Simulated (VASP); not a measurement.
**C: single point with PBE+D3(BJ)**

Crystal: C.

```xyz
2
Lattice="1.2325 0.7116 3.3614 -1.2325 0.7116 3.3614 0.0000 -1.4232 3.3614" Properties=species:S:1:pos:R:3 pbc="T T T"
C     0.0000   -0.0150    1.6087
C     0.0000    0.0150    8.4755
```

This cell differs from its parent crystal: mode 4 frozen in at -0.071 Å and mode 6 at -0.015 Å (largest displacements).

| Property | Result |
| --- | --- |
| Program | VASP 6.6.1 |
| Task | single point |
| Functional | PBE |
| Dispersion | D3(BJ) |
| Potentials or basis | VASP PAW PBE potentials, release 64 (C) |
| Cutoff | 520 eV |
| k mesh | 15 × 15 × 15 |
| Occupations | gaussian, width 0.05 eV |
| Spin | no spin polarisation |
| Dipole correction | no |
| Further INCAR settings | ALGO = Normal; EDIFF = 1e-06; NBANDS = 11 |

| Property | Result |
| --- | --- |
| Pressure | -0.4 GPa |
| Largest force | 2.845 eV/Å |
| Band gap on the k mesh | 0.51 eV, direct |
| Dispersion energy per atom | -0.156 eV |

Forces in eV/Å, atoms in the order of the input:
```
C    0.000  1.617  2.341
C    0.000 -1.617 -2.341
```

Stress tensor (GPa, compression positive):
```
-1.77  0.00  0.00
 0.00  4.22 -2.09
 0.00 -2.09 -3.60
```

Levels at points of the mesh, in eV from the valence-band top:
| k point | band 1 | band 2 | band 3 | band 4 | band 5 | band 6 | band 7 | band 8 | band 9 |
| --- | --- | --- | --- | --- | --- | --- | --- | --- | --- |
| (0.00, 0.00, 0.00) | -19.29 | -6.16 | -2.95 | -2.06 | 4.10 | 8.08 | 9.22 | 12.00 | 12.90 |

Run time: 2.4 min on 1 thread of Intel(R) Xeon(R) Platinum 8488C (Sapphire Rapids) (shared host), peak memory 0.28 GiB.

Caveat: the cell differs from its parent crystal (mode 4 frozen in at -0.071 Å and mode 6 at -0.015 Å (largest displacements)); forces of over 1 eV/Å act on the atoms, so gaps and moduli don't describe the material at rest. A k mesh can miss the band edges.
